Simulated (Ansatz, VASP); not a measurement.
Two plane-wave programs on Sb

Contents of POSCAR:

```
Sb
1.0
    3.0020000000      0.0000000000      0.0000000000
    0.0000000000      3.0020000000      0.0000000000
    0.0000000000      0.0000000000      3.1600000000
Sb
1
Direct
    0.0000000000      0.0000000000      0.0000000000
```

INCAR.step1

```
PREC = Accurate
ENCUT = 520
ISMEAR = 0
SIGMA = 0.15
LREAL = F
LASPH = T
NELM = 80
NBANDS = 8
GGA = PE
ALGO = Normal
EDIFF = 1E-4
LWAVE = T
LCHARG = F
```

INCAR.step2

```
PREC = Accurate
ENCUT = 520
EDIFF = 1E-7
ISMEAR = 0
SIGMA = 0.15
LREAL = F
LASPH = T
NELM = 80
ALGO = Normal
ISIF = 2
LWAVE = F
LCHARG = F
METAGGA = R2SCAN
LMIXTAU = T
NBANDS = 8
ISTART = 1
```

Contents of KPOINTS:

```
Automatic mesh
0
Gamma
  16 16 16
```

Input for Ansatz:

```yaml
crystal:
  lattice:
    - [3.002, 0.0, 0.0]
    - [0.0, 3.002, 0.0]
    - [0.0, 0.0, 3.16]
  atoms:
    - { symbol: Sb, position: [0.0, 0.0, 0.0] }
basis:
  ecutwfc: 500
kpoints:
  mp_grid: { grid: [16, 16, 16] }
hamiltonian:
  xc: r2scan
scf:
  occupations: { method: gaussian, width: 0.15 }
output:
  forces: true
  stress: true
  eigenvalues: true
```

Change from the starting cell: strain -0.050 along x and y, +0.000 along z, atoms carried along.

Alike in both runs: task single point; functional r2SCAN; k mesh 16 × 16 × 16; occupations gaussian, width 0.15 eV; no spin polarisation.

|  | VASP | Ansatz |
| --- | --- | --- |
| version | VASP 6.6.1 | Ansatz 0.2.0 |
| potentials or method | VASP PAW PBE potentials, release 64 (Sb), cutoff 520 eV | scalar-relativistic, plane waves, PAW |
| valence electrons in the cell | 5 | 15 |

|  | VASP | Ansatz | Ansatz less VASP |
| --- | --- | --- | --- |
| gap on the k mesh at the Fermi level (eV) | none | none | - |
| pressure (GPa) | 2.6 | 2.5 | -0.07 |
| traceless stress, the component that is largest in VASP (GPa) | -4.86 | -4.82 | +0.039 |

VASP's potentials were made for PBE, not for r2SCAN. A gap of «none» marks a metal or a gap that the smearing closes. VASP's potentials hold 5 valence electrons a cell and Ansatz's 15, so a difference there can come from the potentials and not from the codes.

Spin-orbit coupling is off throughout.
